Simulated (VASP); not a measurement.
Input of a VASP 6.6.1 run:

The input INCAR:

```
PREC = Accurate
ENCUT = 520
EDIFF = 1E-6
ISMEAR = 0
SIGMA = 0.1
LREAL = Auto
LASPH = True
NELM = 80
ALGO = Normal
ISIF = 2
LWAVE = False
LCHARG = False
GGA = PE
IBRION = 2
NSW = 65
EDIFFG = -0.025
```

Contents of KPOINTS:

```
regular mesh
0
Gamma
  1 1 1
```

POSCAR

```
Ti4Al12H
1.0
   -3.9797267063      3.9797267063      3.9797267063
    3.9797267063     -3.9797267063      3.9797267063
    3.9797267063      3.9797267063     -3.9797267063
Ti Al H
4 12 1
Direct
    0.5000000000      0.5000000000      0.0000000000
    0.0000000000      0.0000000000      0.0000000000
    0.0000000000      0.5000000000      0.5000000000
    0.5000000000      0.0000000000      0.5000000000
    0.2500000000      0.2500000000      0.5000000000
    0.7500000000      0.7500000000      0.5000000000
    0.7500000000      0.2500000000      0.0000000000
    0.2500000000      0.7500000000      0.0000000000
    0.2500000000      0.5000000000      0.2500000000
    0.7500000000      0.0000000000      0.2500000000
    0.7500000000      0.5000000000      0.7500000000
    0.2500000000      0.0000000000      0.7500000000
    0.5000000000      0.2500000000      0.2500000000
    0.0000000000      0.7500000000      0.2500000000
    0.0000000000      0.2500000000      0.7500000000
    0.5000000000      0.7500000000      0.7500000000
    0.2500000000      0.2500000000      0.0000000000
```

Potentials or basis: VASP PAW PBE potentials, release 64 (Ti_sv, Al, H).

The run is started by

```bash
$ cat potpaw_PBE.64/Ti_sv/POTCAR potpaw_PBE.64/Al/POTCAR potpaw_PBE.64/H/POTCAR > POTCAR
$ mpirun -np 1 vasp_gam > vasp.out
```

Estimate the energy gained by relaxing.

2.1 meV/atom.

Final structure:
```yaml
crystal:
  lattice:
    - [-3.97973, 3.97973, 3.97973]
    - [3.97973, -3.97973, 3.97973]
    - [3.97973, 3.97973, -3.97973]
  atoms:
    - { symbol: Ti, position: [0.49663, 0.49663, 0.00000] }
    - { symbol: Ti, position: [0.00337, 0.00337, 0.00000] }
    - { symbol: Ti, position: [0.00000, 0.50000, 0.50000] }
    - { symbol: Ti, position: [0.50000, 0.00000, 0.50000] }
    - { symbol: Al, position: [0.25000, 0.25000, 0.50000] }
    - { symbol: Al, position: [0.75000, 0.75000, 0.50000] }
    - { symbol: Al, position: [0.75000, 0.25000, 0.00000] }
    - { symbol: Al, position: [0.25000, 0.75000, 0.00000] }
    - { symbol: Al, position: [0.25000, 0.50155, 0.25155] }
    - { symbol: Al, position: [0.75000, 0.00440, 0.25440] }
    - { symbol: Al, position: [0.75000, 0.49560, 0.74560] }
    - { symbol: Al, position: [0.25000, 0.99845, 0.74845] }
    - { symbol: Al, position: [0.50155, 0.25000, 0.25155] }
    - { symbol: Al, position: [0.00440, 0.75000, 0.25440] }
    - { symbol: Al, position: [0.99845, 0.25000, 0.74845] }
    - { symbol: Al, position: [0.49560, 0.75000, 0.74560] }
    - { symbol: H, position: [0.25000, 0.25000, 0.00000] }
```

Caveat: the k points lie up to 1.12 Å⁻¹ apart.
